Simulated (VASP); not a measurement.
# Cu (Cmcm) in VASP: notebook, part 2 of 2

VASP 6.6.1. Earlier steps stand in the parts before.

## Step 3: Single point, PBEsol

This run uses another cell than the first one, of 11.21 Å³/atom.

Input file INCAR:

```
SYSTEM = Cu
  ALGO = Normal
  EDIFF = 1E-6
  ENCUT = 520
  GGA = PS
  ISIF = 2
  ISMEAR = -1
  LASPH = .True.
  LCHARG = .False.
  LREAL = .False.
  LWAVE = .False.
  NBANDS = 18
  NELM = 60
  PREC = Accurate
  SIGMA = 0.05
```

Input file KPOINTS:

```
k-points
0
Gamma
  11 11 11
  0 0 0
```

Input file POSCAR:

```
Cu
1.0
    1.1897047173     -3.8801371188      0.0000000000
    1.1897047173      3.8801371188      0.0000000000
    0.0000000000      0.0000000000      2.4285623657
Cu
2
Direct
    0.8667005623      0.1332994377      0.7500000000
    0.1332994377      0.8667005623      0.2500000000
```

Potentials or basis: VASP PAW PBE potentials, release 64 (Cu).

The run is started by

```console
> cat potpaw_PBE.64/Cu/POTCAR > POTCAR
> mpirun -np 1 vasp_std > vasp.out
```

OUTCAR:

```text
SYSTEM = Cu
   EDIFF = 1E-6
   ENCUT = 520
   GGA = PS
   ISIF = 2
   ISMEAR = -1
   LASPH = .True.
   LREAL = .False.
   NELM = 60
   PREC = Accurate

 ion  position               nearest neighbor table
   1  0.867  0.133  0.750-   2 2.40   2 2.40   2 2.48   2 2.48   2 2.48   2 2.48
   2  0.133  0.867  0.250-   1 2.40   1 2.40   1 2.48   1 2.48   1 2.48   1 2.48

  LATTYP: Found a base centered orthorhombic cell.
 ALAT       =     2.3794094346
 B/A-ratio  =     3.2614287078
 C/A-ratio  =     1.0206576180

  Lattice vectors:

 A1 = (   1.1897047173,  -3.8801371188,   0.0000000000)
 A2 = (   1.1897047173,   3.8801371188,   0.0000000000)
 A3 = (   0.0000000000,   0.0000000000,   2.4285623657)

Analysis of symmetry for initial positions (statically):
=====================================================================
 Subroutine PRICEL returns:
 Original cell was already a primitive cell.

 Routine SETGRP: Setting up the symmetry group for a
 base centered orthorhombic supercell.

 Subroutine GETGRP returns: Found  8 space group operations
 (whereof  4 operations were pure point group operations)
 out of a pool of  8 trial point group operations.

The static configuration has the point symmetry C_2h.
 The point group associated with its full space group is D_2h.

Analysis of symmetry for dynamics (positions and initial velocities):
=====================================================================
 Subroutine PRICEL returns:
 Original cell was already a primitive cell.

 Routine SETGRP: Setting up the symmetry group for a
 base centered orthorhombic supercell.

 Subroutine GETGRP returns: Found  8 space group operations
 (whereof  4 operations were pure point group operations)
 out of a pool of  8 trial point group operations.

The dynamic configuration has the point symmetry C_2h.
 The point group associated with its full space group is D_2h.

 Subroutine INISYM returns: Found  8 space group operations
 (whereof  4 operations are pure point group operations),
 and found     1 'primitive' translations

----------------------------------------------------------------------------------------

                                     Primitive cell

  volume of cell :      22.4215

  direct lattice vectors                    reciprocal lattice vectors
     1.189704717 -3.880137119  0.000000000     0.420272352 -0.128861425  0.000000000
     1.189704717  3.880137119  0.000000000     0.420272352  0.128861425  0.000000000
     0.000000000  0.000000000  2.428562366     0.000000000  0.000000000  0.411766242

  length of vectors
     4.058430901  4.058430901  2.428562366     0.439584027  0.439584027  0.411766242

  position of ions in fractional coordinates (direct lattice)
     0.866700562  0.133299438  0.750000000
     0.133299438  0.866700562  0.250000000

  ion indices of the primitive-cell ions
   primitive index   ion index
                 1           1
                 2           2

----------------------------------------------------------------------------------------

 KPOINTS: k-points

Automatic generation of k-mesh.
 Grid dimensions read from file:
 generate k-points for:   11   11   11

 Generating k-lattice:

  Cartesian coordinates                     Fractional coordinates (reciprocal lattice)
     0.038206577 -0.011714675  0.000000000     0.090909091  0.000000000  0.000000000
     0.038206577  0.011714675  0.000000000     0.000000000  0.090909091  0.000000000
     0.000000000  0.000000000  0.037433295     0.000000000  0.000000000  0.090909091

  Length of vectors
     0.039962184  0.039962184  0.037433295

  Shift w.r.t. Gamma in fractional coordinates (k-lattice)
     0.000000000  0.000000000  0.000000000

 Subroutine IBZKPT returns following result:
 ===========================================

 Found    216 irreducible k-points:

 Following reciprocal coordinates:
            Coordinates               Weight
  0.000000  0.000000  0.000000      1.000000
  0.090909 -0.000000  0.000000      4.000000
  0.181818  0.000000  0.000000      4.000000
  0.272727  0.000000  0.000000      4.000000
  0.363636  0.000000  0.000000      4.000000
  0.454545 -0.000000  0.000000      4.000000
[... 16 lines left out ...]
 -0.272727  0.181818  0.000000      4.000000
 -0.181818  0.181818  0.000000      2.000000
 [... further k-points ...]
   k-points           NKPTS =    216   k-points in BZ     NKDIM =    216   number of bands    NBANDS=     18
   number of dos      NEDOS =    301   number of ions     NIONS =      2
   total plane-waves  NPLWV =  16200
   dimension x,y,z NGX =    30 NGY =   30 NGZ =   18
   dimension x,y,z NGXF=    60 NGYF=   60 NGZF=   36
   ions per type =               2
   NGX,Y,Z   is equivalent  to a cutoff of  12.29, 12.29, 12.32 a.u.
   NGXF,Y,Z  is equivalent  to a cutoff of  24.58, 24.58, 24.64 a.u.
 SYSTEM =  Cu
   PREC   = accura    normal or accurate (medium, high low for compatibility)
   ISTART =      0    job   : 0-new  1-cont  2-samecut
   ICHARG =      2    charge: 1-file 2-atom 10-const
   ISPIN  =      1    spin polarized calculation?
   LNONCOLLINEAR =      F non collinear calculations
   LSORBIT =      F    spin-orbit coupling
   LASPH  =      T    aspherical Exc in radial PAW
   ENCUT  =  520.0 eV  38.22 Ry    6.18 a.u.   7.55  7.55  4.52*2*pi/ulx,y,z
   NELM   =     60;   NELMIN=  2; NELMDL= -5     # of ELM steps
   EDIFF  = 0.1E-05   stopping-criterion for ELM
   LREAL  =      F    real-space projection
   EDIFFG = 0.1E-04   stopping-criterion for IOM
   NSW    =      0    number of steps for IOM
   IBRION =     -1    ionic relax: 0-MD 1-quasi-New 2-CG
   NFREE  =      0    steps in history (QN), initial steepest desc. (CG)
   ISIF   =      2    stress and relaxation
   ISYM   =      2    0-nonsym 1-usesym 2-fastsym
   POTIM  = 0.5000    time-step for ionic-motion
   TEBEG  =    0.0;   TEEND  =   0.0 temperature during run
   PSTRESS=    0.0 pullay stress
   NELECT =      22.0000    total number of electrons
   NUPDOWN=      -1.0000    fix difference up-down
   EMIN   =  10.00;   EMAX   =-10.00  energy-range for DOS
   EFERMI =   0.00;   METHOD = LEGACY
   ISMEAR =    -1;   SIGMA  =   0.05  broadening in eV -4-tet -1-fermi 0-gaus
   EFERMI_NEDOS =   21; number of points for ismear=-14 and -15
   IALGO  =     38    algorithm
   IMIX   =      4    mixing-type and parameters
     AMIX     =   0.40;   BMIX     =  1.00
     AMIX_MAG =   1.60;   BMIX_MAG =  1.00
  volume/ion in A,a.u.               =      11.21        75.65
  Fermi-wavevector in a.u.,A,eV,Ry     =   1.626774  3.074157 36.006371  2.646394
  Thomas-Fermi vector in A             =   2.719678
   LORBIT       =      0    0 simple, 1 ext, 2 COOP (PROOUT), +10 PAW based schemes
   GGA     = PS    functional components
   LHFCALC =     F    Hartree Fock is set to
   AEXX    =    0.0000 exact exchange contribution
   IVDW    =     0    specifies the selected vdW correction
   LEPSILON=     F    determine dielectric tensor
   LRPA    =     F    only Hartree local field effects (RPA)
 non-spin polarized calculation
  energy-cutoff  :      520.00
  volume of cell :       22.42
 maximum number of plane-waves:       619
   NGX = 15   NGY = 15   NGZ =  9

 number of electron      21.9999995 magnetization

 Free energy of the ion-electron system (eV)
  ---------------------------------------------------
  ext. energy  EPLUGINS =         0.00000000
  ---------------------------------------------------
  free energy    TOTEN  =        -8.26160011 eV

  energy without entropy =       -8.25797816  energy(sigma->0) =       -8.25978914

 E-fermi :   8.0713     XC(G=0): -13.1808

 val. band max:        8.0409485554   @ k =   0.4545   0.1818   0.0000
 cond. band min:       8.0831609744   @ k =  -0.4545   0.3636   0.4545
 fundamental gap:      0.0422124191
 Fermi energy:         8.0713371588

 k-point     1 :       0.0000    0.0000    0.0000
  band No.  band energies     occupation
      1      -1.7310      2.00000
      2       2.6993      2.00000
      3       3.5316      2.00000
      4       4.0437      2.00000
      5       4.8073      2.00000
      6       5.1503      2.00000
[... 10 lines left out ...]
     17      28.3394      0.00000
     18      30.4969      0.00000
[... 463 lines left out ...]
 k-point    24 :      -0.1818    0.1818    0.0000
  band No.  band energies     occupation
      1      -1.3856      2.00000
      2       2.5968      2.00000
      3       3.4473      2.00000
      4       4.1038      2.00000
      5       4.9289      2.00000
      6       5.0116      2.00000
[... 10 lines left out ...]
     17      30.2445      0.00000
     18      30.4142      0.00000

 [... further k-points ...]

------------------------ aborting loop because EDIFF is reached ----------------------------------------

  FORCE on cell =-STRESS in cart. coord.  units (eV):
  Direction    XX          YY          ZZ          XY          YZ          ZX
  --------------------------------------------------------------------------------------
  -------------------------------------------------------------------------------------
  Total        1.4766614      1.5054613      1.5017200      0.0000000     -0.0000000      0.0000000
  in kB      105.5178664    107.5758173    107.3084811      0.0000000     -0.0000000      0.0000000
  external PRESSURE =     106.8007216 kB  Pullay stress =       0.0000000 kB

 VOLUME and BASIS-vectors are now :
 -----------------------------------------------------------------------------
  energy-cutoff  :      520.00
  volume of cell :       22.42
      direct lattice vectors                 reciprocal lattice vectors
     1.189704717 -3.880137119  0.000000000     0.420272352 -0.128861425  0.000000000
     1.189704717  3.880137119  0.000000000     0.420272352  0.128861425  0.000000000
     0.000000000  0.000000000  2.428562366     0.000000000  0.000000000  0.411766242

 POSITION                                       TOTAL-FORCE (eV/Angst)
 -----------------------------------------------------------------------------------
      1.18970     -2.84570      1.82142         0.000000     -0.005618     -0.000000
      1.18970      2.84570      0.60714         0.000000      0.005618      0.000000
 -----------------------------------------------------------------------------------
    total drift:                                0.000000     -0.000000     -0.000000

  FREE ENERGIE OF THE ION-ELECTRON SYSTEM (eV)
  ---------------------------------------------------
  free  energy   TOTEN  =        -8.2616001104 eV

  energy  without entropy=       -8.2579781598  energy(sigma->0) =       -8.25978914
```

OSZICAR:

```text
N       E                     dE             d eps       ncg     rms          rms(c)
DAV:   1     0.121950295586E+03    0.12195E+03   -0.10391E+04  8274   0.221E+03
DAV:   2    -0.395403473796E+01   -0.12590E+03   -0.11951E+03  7814   0.291E+02
DAV:   3    -0.103045531760E+02   -0.63505E+01   -0.61151E+01  8682   0.876E+01
DAV:   4    -0.103718526707E+02   -0.67299E-01   -0.67249E-01  9140   0.980E+00
DAV:   5    -0.103727546172E+02   -0.90195E-03   -0.90191E-03  9568   0.988E-01    0.118E+01
DAV:   6    -0.901854660566E+01    0.13542E+01   -0.12596E+01  8354   0.103E+02    0.543E+00
DAV:   7    -0.829101370049E+01    0.72753E+00   -0.23594E+00  8492   0.410E+01    0.800E-01
DAV:   8    -0.826674600425E+01    0.24268E-01   -0.25442E-02  9914   0.212E+00    0.523E-01
DAV:   9    -0.826179558944E+01    0.49504E-02   -0.51746E-03  9766   0.202E+00    0.829E-02
DAV:  10    -0.826159743087E+01    0.19816E-03   -0.31410E-04 12418   0.248E-01    0.664E-03
DAV:  11    -0.826159998324E+01   -0.25524E-05   -0.64396E-06  9354   0.227E-02    0.384E-03
DAV:  12    -0.826160011039E+01   -0.12715E-06   -0.49545E-07  5062   0.134E-02
   1 F= -.82616001E+01 E0= -.82597891E+01  d E =-.362195E-02
```

stdout:

```text
POSCAR found type information on POSCAR Cu
 POSCAR found :  1 types and       2 ions
 scaLAPACK will be used
 -----------------------------------------------------------------------------
|                                                                             |
|                                                                             |
|     You enforced a specific xc type in the INCAR file but a different       |
|     I HOPE YOU KNOW WHAT YOU ARE DOING!                                     |
|                                                                             |
 -----------------------------------------------------------------------------

 LDA part: xc-table for (Slater+PW92), standard interpolation
 POSCAR, INCAR and KPOINTS ok, starting setup
 FFT: planning ... GRIDC
 FFT: planning ... GRID_SOFT
 FFT: planning ... GRID
 WAVECAR not read
 entering main loop
```

Run time: 36 s. Hardware: 1 thread of Intel Xeon 6975P-C (Granite Rapids), shared host; peak memory 0.19 GiB.

Results:

```yaml
Free_energy: -8.2616 eV
Pressure: 10.7 GPa
Largest_force: 0.006 eV/Å
Band_gap_on_the_k_mesh: zero (bands 11 and 12 overlap by 5.59 eV)
```

Forces on the atoms (eV/Å):
```
Cu   0.000 -0.006  0.000
Cu   0.000  0.006  0.000
```

Caveat: the cell stands under pressure; the PAW data sets were made with another functional, which shifts forces and pressure a little.

The gap in the log of VASP goes by the Fermi energy; the results here count the filled bands.